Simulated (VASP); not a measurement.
Write the native input for VASP 6.6.1 that does the following.

```yaml
Task: single point
Functional: RPBE
Potentials_or_basis: VASP PAW PBE potentials, release 64 (Ba_sv, Zr_sv, O)
Cutoff: 520 eV
k_mesh: 6 × 6 × 6
Occupations: fermi-dirac, width 0.05 eV
Spin: no spin polarisation
Dipole_correction: no
Further_INCAR_settings: ALGO = Normal; EDIFF = 1e-06; NBANDS = 28
```

The structure of BaZrO3 lies in POSCAR:

```
BaZrO3
1.0
    4.2610466622      0.0000000000      0.0000000000
    0.0000000000      4.2610466622      0.0000000000
    0.0000000000      0.0000000000      4.2610466622
Ba Zr O
1 1 3
Direct
    0.0000000000      0.0000000000      0.0000000000
    0.5000000000      0.5000000000      0.5000000000
    0.5000000000      0.5000000000      0.0000000000
    0.5000000000      0.0000000000      0.5000000000
    0.0000000000      0.5000000000      0.5000000000
```

The input as run:

INCAR

```
  PREC = Accurate
  ENCUT = 520
  EDIFF = 1E-6
  ISMEAR = -1
  SIGMA = 0.05
  LREAL = F
  LASPH = T
  NELM = 80
  ALGO = Normal
  ISIF = 2
  LWAVE = F
  LCHARG = F
  GGA = RP
  NBANDS = 28
```

KPOINTS

```
regular mesh
0
Gamma
  6 6 6
```

Potentials or basis: VASP PAW PBE potentials, release 64 (Ba_sv, Zr_sv, O).

The run is started by

```sh
$ cat potpaw_PBE.64/Ba_sv/POTCAR potpaw_PBE.64/Zr_sv/POTCAR potpaw_PBE.64/O/POTCAR > POTCAR
$ mpirun -np 1 vasp_std > vasp.out
```

It gave:

| Quantity | Value |
| --- | --- |
| Pressure | 0.8 GPa |
| Band gap on the k mesh | 3.12 eV, indirect (least direct gap 3.40 eV) |

Caveat: the PAW data sets were made with another functional, which shifts forces and pressure a little; spin-orbit coupling is left out, which moves the levels of the heavy elements.

Wall time 20 s on 1 thread of Intel(R) Xeon(R) Platinum 8559C (Emerald Rapids) (shared host), peak memory 0.2 GiB.
